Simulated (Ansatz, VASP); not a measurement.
**InP in VASP and in Ansatz**

```xyz
2
Lattice="0.0000 2.6584 2.7674 2.6584 0.0000 2.7674 2.6584 2.6584 0.0000" Properties=species:S:1:pos:R:3 pbc="T T T"
In    0.0000    0.0000    0.0000
P     2.6584    2.6584    2.7674
```

Alike in both runs: task single point; functional PBE; k mesh 20 × 20 × 20; occupations gaussian, width 0.15 eV; no spin polarisation.

```csv
,VASP,Ansatz
version,VASP 6.6.1,Ansatz 0.2.0
potentials or method,"VASP PAW PBE potentials, release 64 (In_d, P), cutoff 520 eV","scalar-relativistic, plane waves, PAW"
valence electrons in the cell,18,18
```

|  | VASP | Ansatz | Ansatz less VASP |
| --- | --- | --- | --- |
| gap on the k mesh at the Fermi level (eV) | none | none | - |
| pressure (GPa) | 7.7 | 7.8 | +0.05 |
| traceless stress, the component that is largest in VASP (GPa) | -3.93 | -3.95 | -0.021 |

A gap of «none» marks a metal or a gap that the smearing closes.
